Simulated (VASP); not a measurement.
# BaTe (I4/mmm) in VASP: electric field gradients with PBE

Aim: the electric field gradients of BaTe with PBE.

All numbers are computed with VASP 6.6.1; they aren't measurements. Logs are shortened: lines on timing, memory, paths and dates and some standing lists are left out, and cuts for length are marked.

### 1 The cell of the first run

Symmetry: I4/mmm, No. 139, tetragonal system. Conventional cell: a = 4.967 Å, b = 4.967 Å, c = 6.820 Å, α = 90.00°, β = 90.00°, γ = 90.00°. Ba (site symmetry 4/mmm) has 6 Te at 3.41 to 3.51 Å within 4.5 Å. Te (site symmetry 4/mmm) has 6 Ba at 3.41 to 3.51 Å within 4.5 Å.

### 2 Electric field gradients, PBE (x and y stretched by +3 %, z held)

Contents of INCAR:

```
SYSTEM = BaTe
ALGO     = Normal         ! electronic algorithm
EDIFF    = 1E-8           ! SCF threshold, eV
ENCUT    = 520            ! plane-wave cutoff, eV
GGA      = PE             ! functional
ISIF     = 2              ! what is computed and relaxed
ISMEAR   = -1             ! smearing method
LASPH    = .TRUE.         ! aspherical terms in the spheres
LCHARG   = .FALSE.        ! write CHGCAR
LEFG     = .TRUE.       
LREAL    = .FALSE.        ! projectors in reciprocal space
LWAVE    = .FALSE.        ! write WAVECAR
NBANDS   = 15             ! bands
NELM     = 60             ! most SCF steps
PREC     = Accurate       ! precision mode
SIGMA    = 0.05           ! smearing width, eV
```

Contents of KPOINTS:

```
k-points
0
G
  10 10 10
  0 0 0
```

Contents of POSCAR:

```
BaTe
1.0
    0.0000000000      3.5123000000      3.4100000000
    3.5123000000      0.0000000000      3.4100000000
    3.5123000000      3.5123000000      0.0000000000
Ba Te
1 1
Direct
    0.0000000000      0.0000000000      0.0000000000
    0.5000000000      0.5000000000      0.5000000000
```

Potentials or basis: VASP PAW PBE potentials, release 64 (Ba_sv, Te).

The run is started by

```bash
> cat potpaw_PBE.64/Ba_sv/POTCAR potpaw_PBE.64/Te/POTCAR > POTCAR
> mpirun -np 1 vasp_std > vasp.out
```

OUTCAR:

```text
SYSTEM = BaTe
   EDIFF = 1E-8
   ENCUT = 520
   GGA = PE
   ISIF = 2
   ISMEAR = -1
   LASPH = .TRUE.
   LREAL = .FALSE.
   NELM = 60
   PREC = Accurate

 ion  position               nearest neighbor table
   1  0.000  0.000  0.000-   2 3.41   2 3.41   2 3.51   2 3.51   2 3.51   2 3.51
   2  0.500  0.500  0.500-   1 3.41   1 3.41   1 3.51   1 3.51   1 3.51   1 3.51

  LATTYP: Found a body centered tetragonal cell.
 ALAT       =     4.9671422951
 C/A-ratio  =     1.3730228761

  Lattice vectors:

 A1 = (   0.0000000000,  -3.5123000000,  -3.4100000000)
 A2 = (   0.0000000000,   3.5123000000,  -3.4100000000)
 A3 = (   3.5123000000,   0.0000000000,   3.4100000000)

Analysis of symmetry for initial positions (statically):
=====================================================================
 Subroutine PRICEL returns:
 Original cell was already a primitive cell.

 Routine SETGRP: Setting up the symmetry group for a
 body centered tetragonal supercell.

 Subroutine GETGRP returns: Found 16 space group operations
 (whereof 16 operations were pure point group operations)
 out of a pool of 16 trial point group operations.

The static configuration has the point symmetry D_4h.

Analysis of symmetry for dynamics (positions and initial velocities):
=====================================================================
 Subroutine PRICEL returns:
 Original cell was already a primitive cell.

 Routine SETGRP: Setting up the symmetry group for a
 body centered tetragonal supercell.

 Subroutine GETGRP returns: Found 16 space group operations
 (whereof 16 operations were pure point group operations)
 out of a pool of 16 trial point group operations.

The dynamic configuration has the point symmetry D_4h.

 Subroutine INISYM returns: Found 16 space group operations
 (whereof 16 operations are pure point group operations),
 and found     1 'primitive' translations

----------------------------------------------------------------------------------------

                                     Primitive cell

  volume of cell :      84.1332

  direct lattice vectors                    reciprocal lattice vectors
     0.000000000  3.512300000  3.410000000    -0.142356860  0.142356860  0.146627566
     3.512300000  0.000000000  3.410000000     0.142356860 -0.142356860  0.146627566
     3.512300000  3.512300000  0.000000000     0.142356860  0.142356860 -0.146627566

  length of vectors
     4.895339752  4.895339752  4.967142295     0.249059419  0.249059419  0.249059419

  position of ions in fractional coordinates (direct lattice)
     0.000000000  0.000000000  0.000000000
     0.500000000  0.500000000  0.500000000

  ion indices of the primitive-cell ions
   primitive index   ion index
                 1           1
                 2           2

----------------------------------------------------------------------------------------

 KPOINTS: k-points

Automatic generation of k-mesh.
 Grid dimensions read from file:
 generate k-points for:   10   10   10

 Generating k-lattice:

  Cartesian coordinates                     Fractional coordinates (reciprocal lattice)
    -0.014235686  0.014235686  0.014662757     0.100000000  0.000000000  0.000000000
     0.014235686 -0.014235686  0.014662757     0.000000000  0.100000000  0.000000000
     0.014235686  0.014235686 -0.014662757     0.000000000  0.000000000  0.100000000

  Length of vectors
     0.024905942  0.024905942  0.024905942

  Shift w.r.t. Gamma in fractional coordinates (k-lattice)
     0.000000000  0.000000000  0.000000000

 Subroutine IBZKPT returns following result:
 ===========================================

 Found    102 irreducible k-points:

 Following reciprocal coordinates:
            Coordinates               Weight
  0.000000  0.000000  0.000000      1.000000
  0.100000  0.000000  0.000000      8.000000
  0.200000  0.000000  0.000000      8.000000
  0.300000 -0.000000  0.000000      8.000000
  0.400000  0.000000  0.000000      8.000000
  0.500000  0.000000  0.000000      4.000000
[... 16 lines left out ...]
  0.300000  0.300000  0.000000      2.000000
  0.400000  0.300000  0.000000      8.000000
 [... further k-points ...]
   k-points           NKPTS =    102   k-points in BZ     NKDIM =    102   number of bands    NBANDS=     15
   number of dos      NEDOS =    301   number of ions     NIONS =      2
   total plane-waves  NPLWV =  51840
   dimension x,y,z NGX =    36 NGY =   36 NGZ =   40
   dimension x,y,z NGXF=    72 NGYF=   72 NGZF=   80
   ions per type =               1   1
   NGX,Y,Z   is equivalent  to a cutoff of  12.23, 12.23, 13.39 a.u.
   NGXF,Y,Z  is equivalent  to a cutoff of  24.45, 24.45, 26.78 a.u.
 SYSTEM =  BaTe
   PREC   = accura    normal or accurate (medium, high low for compatibility)
   ISTART =      0    job   : 0-new  1-cont  2-samecut
   ICHARG =      2    charge: 1-file 2-atom 10-const
   ISPIN  =      1    spin polarized calculation?
   LNONCOLLINEAR =      F non collinear calculations
   LSORBIT =      F    spin-orbit coupling
   LASPH  =      T    aspherical Exc in radial PAW
   ENCUT  =  520.0 eV  38.22 Ry    6.18 a.u.   9.10  9.10  9.24*2*pi/ulx,y,z
   NELM   =     60;   NELMIN=  2; NELMDL= -5     # of ELM steps
   EDIFF  = 0.1E-07   stopping-criterion for ELM
   LREAL  =      F    real-space projection
   EDIFFG = 0.1E-06   stopping-criterion for IOM
   NSW    =      0    number of steps for IOM
   IBRION =     -1    ionic relax: 0-MD 1-quasi-New 2-CG
   NFREE  =      0    steps in history (QN), initial steepest desc. (CG)
   ISIF   =      2    stress and relaxation
   ISYM   =      2    0-nonsym 1-usesym 2-fastsym
   POTIM  = 0.5000    time-step for ionic-motion
   TEBEG  =    0.0;   TEEND  =   0.0 temperature during run
   PSTRESS=    0.0 pullay stress
   NELECT =      16.0000    total number of electrons
   NUPDOWN=      -1.0000    fix difference up-down
   EMIN   =  10.00;   EMAX   =-10.00  energy-range for DOS
   EFERMI =   0.00;   METHOD = LEGACY
   ISMEAR =    -1;   SIGMA  =   0.05  broadening in eV -4-tet -1-fermi 0-gaus
   EFERMI_NEDOS =   21; number of points for ismear=-14 and -15
   IALGO  =     38    algorithm
   IMIX   =      4    mixing-type and parameters
     AMIX     =   0.40;   BMIX     =  1.00
     AMIX_MAG =   1.60;   BMIX_MAG =  1.00
  volume/ion in A,a.u.               =      42.07       283.88
  Fermi-wavevector in a.u.,A,eV,Ry     =   0.941439  1.779062 12.058950  0.886308
  Thomas-Fermi vector in A             =   2.068950
   LORBIT       =      0    0 simple, 1 ext, 2 COOP (PROOUT), +10 PAW based schemes
   GGA     = PE    functional components
   LHFCALC =     F    Hartree Fock is set to
   AEXX    =    0.0000 exact exchange contribution
   IVDW    =     0    specifies the selected vdW correction
   LEPSILON=     F    determine dielectric tensor
   LRPA    =     F    only Hartree local field effects (RPA)
 non-spin polarized calculation
  energy-cutoff  :      520.00
  volume of cell :       84.13
 maximum number of plane-waves:      2304
   NGX = 19   NGY = 19   NGZ = 19

 number of electron      16.0000000 magnetization

 Free energy of the ion-electron system (eV)
  ---------------------------------------------------
  ext. energy  EPLUGINS =         0.00000000
  ---------------------------------------------------
  free energy    TOTEN  =        -8.59060635 eV

  energy without entropy =       -8.59060635  energy(sigma->0) =       -8.59060635

 E-fermi :   3.1570     XC(G=0):  -8.3213

 val. band max:        2.4595930116   @ k =   0.0000   0.0000   0.0000
 cond. band min:       3.8723473198   @ k =   0.5000   0.5000   0.0000
 fundamental gap:      1.4127543083
 Fermi energy:         3.1570394161

 k-point     1 :       0.0000    0.0000    0.0000
  band No.  band energies     occupation
      1     -24.5692      2.00000
      2      -9.7340      2.00000
      3      -9.7248      2.00000
      4      -9.7248      2.00000
      5      -7.1883      2.00000
      6       2.3708      2.00000
      7       2.3708      2.00000
      8       2.4596      2.00000
      9       5.2517      0.00000
     10       5.2517      0.00000
     11       5.3268      0.00000
     12       5.4402      0.00000
     13       5.8845      0.00000
     14       6.0814      0.00000
[... 401 lines left out ...]
      2      -9.9978      2.00000
      3      -9.8053      2.00000
      4      -9.7992      2.00000
      5      -6.7924      2.00000
      6       0.8767      2.00000
      7       1.7914      2.00000
      8       1.8771      2.00000
      9       4.2992      0.00000
     10       6.8439      0.00000
     11       6.8765      0.00000
     12       7.8765      0.00000
     13       7.9054      0.00000
     14       9.2037      0.00000
     15      10.5435      0.00000

 [... further k-points ...]

------------------------ aborting loop because EDIFF is reached ----------------------------------------

  FORCE on cell =-STRESS in cart. coord.  units (eV):
  Direction    XX          YY          ZZ          XY          YZ          ZX
  --------------------------------------------------------------------------------------
  -------------------------------------------------------------------------------------
  Total        0.5866740      0.5866740      1.8410762      0.0000000      0.0000000      0.0000000
  in kB       11.1722297     11.1722297     35.0602295      0.0000000      0.0000000      0.0000000
  external PRESSURE =      19.1348963 kB  Pullay stress =       0.0000000 kB

 VOLUME and BASIS-vectors are now :
 -----------------------------------------------------------------------------
  energy-cutoff  :      520.00
  volume of cell :       84.13
      direct lattice vectors                 reciprocal lattice vectors
     0.000000000  3.512300000  3.410000000    -0.142356860  0.142356860  0.146627566
     3.512300000  0.000000000  3.410000000     0.142356860 -0.142356860  0.146627566
     3.512300000  3.512300000  0.000000000     0.142356860  0.142356860 -0.146627566

 POSITION                                       TOTAL-FORCE (eV/Angst)
 -----------------------------------------------------------------------------------
      0.00000      0.00000      0.00000        -0.000000      0.000000      0.000000
      3.51230      3.51230      3.41000         0.000000     -0.000000      0.000000
 -----------------------------------------------------------------------------------
    total drift:                                0.000000      0.000000      0.000000

  FREE ENERGIE OF THE ION-ELECTRON SYSTEM (eV)
  ---------------------------------------------------
  free  energy   TOTEN  =        -8.5906063533 eV

  energy  without entropy=       -8.5906063457  energy(sigma->0) =       -8.59060635

 Electric field gradients (V/A^2)
---------------------------------------------------------------------
 ion       V_xx      V_yy      V_zz      V_xy      V_xz      V_yz
---------------------------------------------------------------------
   1      16.862    16.862   -33.723    -0.000     0.000     0.000
   2      16.919    16.919   -33.838     0.000     0.000     0.000
---------------------------------------------------------------------

 Electric field gradients after diagonalization (V/A^2)
 (convention: |V_zz| > |V_xx| > |V_yy|)
----------------------------------------------------------------------
 ion       V_xx      V_yy      V_zz     asymmetry (V_yy - V_xx)/ V_zz
----------------------------------------------------------------------
   1      16.862    16.862   -33.723       0.000
   2      16.919    16.919   -33.838       0.000
----------------------------------------------------------------------

           NMR quadrupolar parameters

 Cq : quadrupolar parameter    Cq=e*Q*V_zz/h
 eta: asymmetry parameters     (V_yy - V_xx)/ V_zz
 Q  : nuclear electric quadrupole moment in mb (millibarn)
----------------------------------------------------------------------
 ion       Cq(MHz)       eta       Q (mb)
----------------------------------------------------------------------
   1      -0.082       0.000       1.000
   2      -0.082       0.000       1.000
----------------------------------------------------------------------
```

Run time: 2.7 min. Hardware: 1 thread of AMD EPYC 7R43 (Zen 3), shared host; peak memory 0.26 GiB.

What came out:

```yaml
Free_energy: -8.5906 eV
Pressure: 1.9 GPa
Band_gap_on_the_k_mesh: 1.41 eV (least direct gap 1.80 eV)
Largest_electric_field_gradient_by_atom: Ba -33.7; Te -33.8 V/Å²
```

Stress tensor (GPa, compression positive):
```
1.12 0.00 0.00
0.00 1.12 0.00
0.00 0.00 3.51
```

Electric field gradients, principal values (V/Å²):
```
atom   least  middle  greatest (by size)
1 Ba  16.862  16.862             -33.723
2 Te  16.919  16.919             -33.838
```

Caveat: the cell differs from its parent crystal (x and y stretched by +3 %, z held); without QUAD_EFG the Cq values of the log hold for a quadrupole moment of 1 mb, not for the nuclei; spin-orbit coupling is left out, which moves the levels of the heavy elements.
